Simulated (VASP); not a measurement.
# TaN (P-62m) in VASP: notebook

TaN is run at these levels: LDA+U; tasks: single point.

Program: VASP 6.6.1. These are calculated values, not measurements. Logs are shortened: lines on timing, memory, paths and dates and some standing lists are left out, and cuts for length are marked.

**1. The cell of the first run**

Symmetry: P-62m, No. 189, hexagonal system. The conventional cell has a = 5.196 Å, b = 5.196 Å, c = 2.911 Å, α = 90.00°, β = 90.00°, γ = 120.00°. Within 2.9 Å of Ta (site symmetry -6) lie 6 N at 2.16 Å. Ta (site symmetry -62m) has 3 N at 2.04 Å within 2.7 Å. N (site symmetry m2m) has 5 Ta at 2.04 to 2.16 Å within 2.7 Å.

**2. Single point, LDA+U, collinear spin, zero start**

Input file INCAR:

```
SYSTEM = TaN
  ALGO = Normal
  EDIFF = 1E-6
  ENCUT = 520
  GGA = CA
  ISIF = 2
  ISMEAR = 0
  ISPIN = 2
  LASPH = .True.
  LCHARG = .False.
  LDAU = .True.
  LDAUJ = 0 0
  LDAUL = 2 -1
  LDAUPRINT = 1
  LDAUTYPE = 2
  LDAUU = 3 0
  LMAXMIX = 4
  LORBIT = 11
  LREAL = .False.
  LWAVE = .False.
  MAGMOM = 0 0 0 0 0 0
  NBANDS = 37
  NELM = 150
  PREC = Accurate
  SIGMA = 0.05
```

Input file KPOINTS:

```
k-points
0
Gamma
  4 4 6
  0 0 0
```

Input file POSCAR:

```
TaN
1.0
    5.1960001500      0.0000000000      0.0000000000
   -2.5980000800      4.4998681300      0.0000000000
    0.0000000000      0.0000000000      2.9109996000
Ta N
3 3
Direct
    0.3333333333      0.6666666667      0.5000000000
    0.6666666667      0.3333333333      0.5000000000
    0.0000000000      0.0000000000      0.0000000000
    0.3928500000      0.0000000000      0.0000000000
    0.6071500000      0.6071500000      0.0000000000
    0.0000000000      0.3928500000      0.0000000000
```

Potentials or basis: VASP PAW LDA potentials, release 64 (Ta_pv, N).

On the command line:

```bash
> cat potpaw_LDA.64/Ta_pv/POTCAR potpaw_LDA.64/N/POTCAR > POTCAR
> mpirun -np 1 vasp_std > vasp.out
```

OUTCAR:

```text
SYSTEM = TaN
   EDIFF = 1E-6
   ENCUT = 520
   GGA = CA
   ISIF = 2
   ISMEAR = 0
   ISPIN = 2
   LASPH = .True.
   LORBIT = 11
   LREAL = .False.
   NELM = 150
   PREC = Accurate

 ion  position               nearest neighbor table
   1  0.333  0.667  0.500-   6 2.16   6 2.16   5 2.16   5 2.16   4 2.16   4 2.16   2 3.00   2 3.00
                             2 3.00   3 3.33   3 3.33   3 3.33   3 3.33   3 3.33   3 3.33
   2  0.667  0.333  0.500-   6 2.16   6 2.16   4 2.16   4 2.16   5 2.16   5 2.16   1 3.00   1 3.00
                             1 3.00   3 3.33   3 3.33   3 3.33   3 3.33   3 3.33   3 3.33
   3  0.000  0.000  0.000-   5 2.04   4 2.04   6 2.04   2 3.33   2 3.33   1 3.33   1 3.33   1 3.33
                             2 3.33   2 3.33   1 3.33   2 3.33   2 3.33   1 3.33   1 3.33
   4  0.393  0.000  0.000-   3 2.04   2 2.16   2 2.16   1 2.16   1 2.16
   5  0.607  0.607  0.000-   3 2.04   1 2.16   1 2.16   2 2.16   2 2.16
   6  0.000  0.393  0.000-   3 2.04   2 2.16   2 2.16   1 2.16   1 2.16

  LATTYP: Found a hexagonal cell.
 ALAT       =     5.1960001500
 C/A-ratio  =     0.5602385520

  Lattice vectors:

 A1 = (   5.1960001500,   0.0000000000,   0.0000000000)
 A2 = (  -2.5980000800,   4.4998681300,   0.0000000000)
 A3 = (   0.0000000000,   0.0000000000,   2.9109996000)

Analysis of symmetry for initial positions (statically):
=====================================================================
 Subroutine PRICEL returns:
 Original cell was already a primitive cell.

 Routine SETGRP: Setting up the symmetry group for a
 hexagonal supercell.

 Subroutine GETGRP returns: Found 12 space group operations
 (whereof 12 operations were pure point group operations)
 out of a pool of 24 trial point group operations.

The static configuration has the point symmetry D_3h.

Analysis of symmetry for dynamics (positions and initial velocities):
=====================================================================
 Subroutine PRICEL returns:
 Original cell was already a primitive cell.

 Routine SETGRP: Setting up the symmetry group for a
 hexagonal supercell.

 Subroutine GETGRP returns: Found 12 space group operations
 (whereof 12 operations were pure point group operations)
 out of a pool of 24 trial point group operations.

The dynamic configuration has the point symmetry D_3h.

Analysis of structural, dynamic, and magnetic symmetry:
=====================================================================
 Subroutine PRICEL returns:
 Original cell was already a primitive cell.

 Routine SETGRP: Setting up the symmetry group for a
 hexagonal supercell.

 Subroutine GETGRP returns: Found 12 space group operations
 (whereof 12 operations were pure point group operations)
 out of a pool of 24 trial point group operations.

The overall configuration has the point symmetry D_3h.

 Subroutine INISYM returns: Found 12 space group operations
 (whereof 12 operations are pure point group operations),
 and found     1 'primitive' translations

----------------------------------------------------------------------------------------

                                     Primitive cell

  volume of cell :      68.0630

  direct lattice vectors                    reciprocal lattice vectors
     5.196000150  0.000000000  0.000000000     0.192455730  0.111114367  0.000000000
    -2.598000080  4.499868130  0.000000000     0.000000000  0.222228735  0.000000000
     0.000000000  0.000000000  2.910999600     0.000000000  0.000000000  0.343524609

  length of vectors
     5.196000150  5.196000154  2.910999600     0.222228735  0.222228735  0.343524609

  position of ions in fractional coordinates (direct lattice)
     0.333333333  0.666666667  0.500000000
     0.666666667  0.333333333  0.500000000
     0.000000000  0.000000000  0.000000000
[... 92 lines left out ...]
   IALGO  =     38    algorithm
   IMIX   =      4    mixing-type and parameters
     AMIX     =   0.40;   BMIX     =  1.00
     AMIX_MAG =   1.60;   BMIX_MAG =  1.00
  volume/ion in A,a.u.               =      11.34        76.55
  Fermi-wavevector in a.u.,A,eV,Ry     =   1.457197  2.753703 28.890918  2.123423
  Thomas-Fermi vector in A             =   2.574026
   LORBIT       =     11    0 simple, 1 ext, 2 COOP (PROOUT), +10 PAW based schemes
 LDA+U is selected, type is set to LDAUTYPE =  2
   angular momentum for each species LDAUL =     2   -1
   U (eV)           for each species LDAUU =   3.0  0.0
   J (eV)           for each species LDAUJ =   0.0  0.0
   GGA     = CA    functional components
   LHFCALC =     F    Hartree Fock is set to
   AEXX    =    0.0000 exact exchange contribution
   IVDW    =     0    specifies the selected vdW correction
   LEPSILON=     F    determine dielectric tensor
   LRPA    =     F    only Hartree local field effects (RPA)
 spin polarized calculation
 Gauss-broadening in eV      SIGMA  =   0.05
  energy-cutoff  :      520.00
  volume of cell :       68.06
 maximum number of plane-waves:      1858
 NGX is ok and might be reduce to    40
   NGX = 19   NGY = 19   NGZ = 11

 number of electron      48.0000002 magnetization       0.0000068

atom =   1  type =  1  l = 2

 onsite density matrix

spin component  1
[... 83 lines left out ...]
  o =  0.1918  v =  0.0000  0.0000  0.0000  0.0000  0.0000 -0.0000 -0.5583  0.0000 -0.8296  0.0000      0.0000  0.0000  0.0000  0.0000  0.0000  0.0000  0.0000  0.0000  0.0000  0.0000
  o =  0.1918  v =  0.0000  0.0000  0.0000  0.0000  0.0000  0.0000 -0.8296  0.0000  0.5583  0.0000      0.0000  0.0000  0.0000  0.0000  0.0000  0.0000  0.0000  0.0000  0.0000  0.0000
  o =  0.1918  v = -0.0000 -0.5583 -0.0000 -0.8296 -0.0000  0.0000  0.0000  0.0000  0.0000  0.0000      0.0000  0.0000  0.0000  0.0000  0.0000  0.0000  0.0000  0.0000  0.0000  0.0000
  o =  0.1918  v =  0.0000 -0.8296 -0.0000  0.5583 -0.0000  0.0000  0.0000  0.0000  0.0000  0.0000      0.0000  0.0000  0.0000  0.0000  0.0000  0.0000  0.0000  0.0000  0.0000  0.0000
  o =  0.2380  v =  0.0000  0.0000  0.0000  0.0000  0.0000 -0.0573  0.0000 -0.0000 -0.0000  0.9984      0.0000  0.0000  0.0000  0.0000  0.0000  0.0000  0.0000  0.0000  0.0000  0.0000
  o =  0.2380  v =  0.0000  0.0000  0.0000  0.0000  0.0000 -0.9984 -0.0000  0.0000  0.0000 -0.0573      0.0000  0.0000  0.0000  0.0000  0.0000  0.0000  0.0000  0.0000  0.0000  0.0000
  o =  0.2380  v = -0.0778 -0.0000 -0.0000 -0.0000  0.9970  0.0000  0.0000  0.0000  0.0000  0.0000      0.0000  0.0000  0.0000  0.0000  0.0000  0.0000  0.0000  0.0000  0.0000  0.0000
  o =  0.2380  v = -0.9970  0.0000  0.0000  0.0000 -0.0778  0.0000  0.0000  0.0000  0.0000  0.0000      0.0000  0.0000  0.0000  0.0000  0.0000  0.0000  0.0000  0.0000  0.0000  0.0000
  o =  0.3308  v = -0.0000  0.0000 -1.0000 -0.0000 -0.0000  0.0000  0.0000  0.0000  0.0000  0.0000      0.0000  0.0000  0.0000  0.0000  0.0000  0.0000  0.0000  0.0000  0.0000  0.0000
  o =  0.3308  v =  0.0000  0.0000  0.0000  0.0000  0.0000 -0.0000 -0.0000 -1.0000 -0.0000 -0.0000      0.0000  0.0000  0.0000  0.0000  0.0000  0.0000  0.0000  0.0000  0.0000  0.0000

 number of electron      48.0000002 magnetization      -0.0000013

 Free energy of the ion-electron system (eV)
  ---------------------------------------------------
  ext. energy  EPLUGINS =         0.00000000
  ---------------------------------------------------
  free energy    TOTEN  =       -65.86351503 eV

  energy without entropy =      -65.85946687  energy(sigma->0) =      -65.86149095

 E-fermi :   8.6270     XC(G=0): -13.2541

 val. band max:        8.2306199882   @ k =   0.2500  -0.0000   0.3333
 cond. band min:       8.6328186805   @ k =   0.2500  -0.0000   0.1667
 fundamental gap:      0.4021986923
 Fermi energy:         8.6270488184

 spin component 1

 k-point     1 :       0.0000    0.0000    0.0000
  band No.  band energies     occupation
      1     -28.1203      1.00000
      2     -28.1203      1.00000
      3     -27.7717      1.00000
      4     -27.7717      1.00000
      5     -27.5765      1.00000
      6     -27.4693      1.00000
[... 613 lines left out ...]
     35      14.6350      0.00000
     36      14.9925      0.00000
 Fermi energy:         8.6270488184

 spin component 2

 k-point     1 :       0.0000    0.0000    0.0000
  band No.  band energies     occupation
      1     -28.1203      1.00000
      2     -28.1203      1.00000
      3     -27.7717      1.00000
      4     -27.7717      1.00000
      5     -27.5765      1.00000
      6     -27.4693      1.00000
[... 613 lines left out ...]
     35      14.6350      0.00000
     36      14.9925      0.00000
 [bands above 36 left out]

------------------------ aborting loop because EDIFF is reached ----------------------------------------

  FORCE on cell =-STRESS in cart. coord.  units (eV):
  Direction    XX          YY          ZZ          XY          YZ          ZX
  --------------------------------------------------------------------------------------
  -------------------------------------------------------------------------------------
  Total        0.3065855      0.3065855      0.2495303     -0.0000000      0.0000000     -0.0000000
  in kB        7.2169076      7.2169076      5.8738483     -0.0000000      0.0000000     -0.0000000
  external PRESSURE =       6.7692211 kB  Pullay stress =       0.0000000 kB

 VOLUME and BASIS-vectors are now :
 -----------------------------------------------------------------------------
  energy-cutoff  :      520.00
  volume of cell :       68.06
      direct lattice vectors                 reciprocal lattice vectors
     5.196000150  0.000000000  0.000000000     0.192455730  0.111114367  0.000000000
    -2.598000080  4.499868130  0.000000000     0.000000000  0.222228735  0.000000000
     0.000000000  0.000000000  2.910999600     0.000000000  0.000000000  0.343524609

 POSITION                                       TOTAL-FORCE (eV/Angst)
 -----------------------------------------------------------------------------------
     -0.00000      2.99991      1.45550        -0.000000      0.000000     -0.000000
      2.59800      1.49996      1.45550        -0.000000      0.000000     -0.000000
      0.00000      0.00000      0.00000        -0.000000     -0.000000     -0.000000
      2.04125      0.00000      0.00000         0.151877      0.000000      0.000000
      1.57738      2.73209      0.00000        -0.075938     -0.131529     -0.000000
     -1.02062      1.76777      0.00000        -0.075938      0.131529     -0.000000
 -----------------------------------------------------------------------------------
    total drift:                               -0.000001     -0.000003      0.000000

  FREE ENERGIE OF THE ION-ELECTRON SYSTEM (eV)
  ---------------------------------------------------
  free  energy   TOTEN  =       -65.8635150287 eV

  energy  without entropy=      -65.8594668716  energy(sigma->0) =      -65.86149095

 total charge

# of ion       s       p       d       tot
------------------------------------------
    1        0.304   6.277   2.304   8.885
    2        0.304   6.277   2.304   8.885
    3        0.350   6.236   2.332   8.918
    4        1.226   2.557   0.000   3.783
    5        1.226   2.557   0.000   3.783
    6        1.226   2.557   0.000   3.783
--------------------------------------------------
tot          4.636  26.461   6.940  38.037

 magnetization (x)

# of ion       s       p       d       tot
------------------------------------------
    1       -0.000   0.000  -0.000  -0.000
    2       -0.000   0.000  -0.000  -0.000
    3       -0.000   0.000  -0.000  -0.000
    4       -0.000  -0.000   0.000  -0.000
    5       -0.000  -0.000   0.000  -0.000
    6       -0.000  -0.000   0.000  -0.000
--------------------------------------------------
tot         -0.000   0.000  -0.000  -0.000
```

It took 50 s on 1 thread of Intel Xeon Platinum 8488C (Sapphire Rapids), shared host; peak memory 0.2 GiB.

What came out:

| Item | Value |
| --- | --- |
| Free energy | -65.8635 eV |
| Pressure | 0.7 GPa |
| Largest force | 0.152 eV/Å |
| Band gap on the k mesh | zero (filled and empty bands overlap) |
| Net moment | 0.00 μB per cell |
| Valence electrons inside the program's atomic spheres | Ta 8.88, 8.92; N 3.78 |

Forces in eV/Å, atoms in the order of the input:
```
Ta   0.000  0.000  0.000
Ta   0.000  0.000  0.000
Ta   0.000  0.000  0.000
N    0.152  0.000  0.000
N   -0.076 -0.132  0.000
N   -0.076  0.132  0.000
```

Eigenvalues of the final occupation matrices:
```csv
site,spin,trace,eigenvalues
site 1 d,1,1.18,0.22 0.22 0.23 0.23 0.28
site 1 d,2,1.18,0.22 0.22 0.23 0.23 0.28
site 2 d,1,1.18,0.22 0.22 0.23 0.23 0.28
site 2 d,2,1.18,0.22 0.22 0.23 0.23 0.28
site 3 d,1,1.19,0.19 0.19 0.24 0.24 0.33
site 3 d,2,1.19,0.19 0.19 0.24 0.24 0.33
```

Caveat: spin-orbit coupling is left out, which moves the levels of the heavy elements.

**3. Single point, LDA+U, collinear spin, zero start**

Input file INCAR:

```
PREC = Accurate ; ENCUT = 520
EDIFF = 1E-7 ; ISMEAR = 0
SIGMA = 0.05 ; LREAL = False
LASPH = True ; NELM = 150
ALGO = Normal ; ISIF = 2
LWAVE = False ; LCHARG = False
ISPIN = 2 ; MAGMOM = 0 0 0 0 0 0
LORBIT = 11 ; LMAXMIX = 4
LDAU = True ; LDAUTYPE = 2
LDAUL = 2 -1 ; LDAUU = 3 0
LDAUJ = 0 0 ; LDAUPRINT = 1
NBANDS = 37
```

Input file KPOINTS:

```
Automatic mesh
0
Gamma
  4 4 6
```

POSCAR is that of step 2.

Potentials or basis: VASP PAW LDA potentials, release 64 (Ta_pv, N).

On the command line:

```bash
> cat potpaw_LDA.64/Ta_pv/POTCAR potpaw_LDA.64/N/POTCAR > POTCAR
> mpirun -np 1 vasp_std > vasp.out
```

It took 53 s on 1 thread of Intel Xeon Platinum 8488C (Sapphire Rapids), shared host; peak memory 0.2 GiB.

The run converged. Its results:

| Item | Value |
| --- | --- |
| Free energy | -65.8635 eV |
| Pressure | 0.7 GPa |
| Largest force | 0.152 eV/Å |
| Band gap on the k mesh | zero (filled and empty bands overlap) |
| Net moment | 0.00 μB per cell |
| Valence electrons inside the program's atomic spheres | Ta 8.88, 8.92; N 3.78 |

Forces in eV/Å, atoms in the order of the input:
```
Ta   0.000  0.000  0.000
Ta   0.000  0.000  0.000
Ta   0.000  0.000  0.000
N    0.152  0.000  0.000
N   -0.076 -0.132  0.000
N   -0.076  0.132  0.000
```

Stress tensor (GPa, compression positive):
```
0.72 0.00 0.00
0.00 0.72 0.00
0.00 0.00 0.59
```

Levels at points of the mesh, in eV from the Fermi level:
Spin up:
```
           k point  band 22  band 23  band 24  band 25  band 26  band 27
(0.00, 0.00, 0.00)    -3.55    -2.09    -0.97    -0.97     0.65     0.65
(0.50, 0.00, 0.00)    -4.02    -3.00    -2.72     1.13     1.86     1.90
(0.00, 0.00, 0.50)    -2.91    -2.91     1.84     1.96     1.96     2.15
(0.50, 0.00, 0.50)    -3.32    -2.09    -0.94     0.47     1.32     3.21
```
Spin down:
| k point | band 20 | band 21 | band 22 | band 23 | band 24 | band 25 | band 26 | band 27 | band 28 | band 29 |
| --- | --- | --- | --- | --- | --- | --- | --- | --- | --- | --- |
| (0.00, 0.00, 0.00) | -5.15 | -4.43 | -3.55 | -2.09 | -0.97 | -0.97 | 0.65 | 0.65 | 1.71 | 1.91 |
| (0.50, 0.00, 0.00) | -4.73 | -4.07 | -4.02 | -3.00 | -2.72 | 1.13 | 1.86 | 1.90 | 2.46 | 2.52 |
| (0.00, 0.00, 0.50) | -4.59 | -4.55 | -2.91 | -2.91 | 1.84 | 1.96 | 1.96 | 2.15 | 2.15 | 3.25 |
| (0.50, 0.00, 0.50) | -4.93 | -4.11 | -3.32 | -2.09 | -0.94 | 0.47 | 1.32 | 3.21 | 3.26 | 3.34 |

Eigenvalues of the final occupation matrices:
| site | spin | trace | eigenvalues |
| --- | --- | --- | --- |
| site 1 d | 1 | 1.18 | 0.22 0.22 0.23 0.23 0.28 |
| site 1 d | 2 | 1.18 | 0.22 0.22 0.23 0.23 0.28 |
| site 2 d | 1 | 1.18 | 0.22 0.22 0.23 0.23 0.28 |
| site 2 d | 2 | 1.18 | 0.22 0.22 0.23 0.23 0.28 |
| site 3 d | 1 | 1.19 | 0.19 0.19 0.24 0.24 0.33 |
| site 3 d | 2 | 1.19 | 0.19 0.19 0.24 0.24 0.33 |

Caveat: spin-orbit coupling is left out, which moves the levels of the heavy elements.

(Continued in part 2 of 2.)
